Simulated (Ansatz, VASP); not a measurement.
# CaGa2O2 in VASP and in Ansatz

Contents of INCAR:

```
PREC = Accurate
ENCUT = 600
EDIFF = 1E-7
ISMEAR = 0
SIGMA = 0.1
LREAL = False
LASPH = True
NELM = 80
ALGO = Normal
ISIF = 3
LWAVE = False
LCHARG = False
GGA = PE
IBRION = 2
NSW = 90
EDIFFG = -0.04
```

The input KPOINTS:

```
Automatic mesh
0
Gamma
  4 4 6
```

POSCAR

```
CaGa2O2
1.0
    3.5096763669     -4.0481003041      0.0000000000
    3.5096763669      4.0481003041      0.0000000000
    0.0000000000      0.0000000000      3.5104658913
Ca Ga O
1 2 2
Direct
    0.5000000000      0.5000000000      0.5000000000
    0.5000000000      0.0000000000      0.0000000000
    0.0000000000      0.5000000000      0.0000000000
    0.7163498419      0.7163498419      0.0000000000
    0.2836501581      0.2836501581      0.0000000000
```

Input for Ansatz:

```yaml
crystal:
  lattice:
    - [3.5096763669, -4.0481003041, 0.0]
    - [3.5096763669, 4.0481003041, 0.0]
    - [0.0, 0.0, 3.5104658913]
  atoms:
    - { symbol: Ca, position: [0.5, 0.5, 0.5] }
    - { symbol: Ga, position: [0.5, 0.0, 0.0] }
    - { symbol: Ga, position: [0.0, 0.5, 0.0] }
    - { symbol: O, position: [0.7163498419, 0.7163498419, 0.0] }
    - { symbol: O, position: [0.2836501581, 0.2836501581, 0.0] }
basis:
  ecutwfc: 420
kpoints:
  mp_grid: { grid: [4, 4, 6] }
hamiltonian:
  xc: pbe
scf:
  occupations: { method: gaussian, width: 0.1 }
  lower_state_search: "off"
output:
  forces: true
  stress: true
  eigenvalues: true
relax:
  adjacent_minimum: "off"
  f_tol: 0.04
  max_steps: 70
  cell: { stress_tol: 0.4 }
```

Change from the starting cell: ordered mixture with vacancies on the cation sites of cuprite (C2/m, No. 12).

Alike in both runs: task relaxation of cell and atoms; functional PBE; k mesh 4 × 4 × 6; occupations gaussian, width 0.1 eV; no spin polarisation.

```csv
,VASP,Ansatz
version,VASP 6.6.1,Ansatz 0.2.0
potentials or method,"VASP PAW PBE potentials, release 64 (Ca_sv, Ga_d, O), cutoff 600 eV","scalar-relativistic, plane waves, PAW"
valence electrons in the cell,48,48
```

Ansatz gave:

```
gap on the k mesh at the Fermi level, each at its own relaxed structure (eV) : none
relaxed volume (Å³/atom)                                                     : 19.95
relaxed cell length with the largest relative difference (Å)                 : 5.358
```

Problem. What did VASP give for the same quantities?

Solution. gap on the k mesh at the Fermi level, each at its own relaxed structure (eV): none; relaxed volume (Å³/atom): 20.04; relaxed cell length with the largest relative difference (Å): 5.370.

A gap of «none» marks a metal or a gap that the smearing closes.
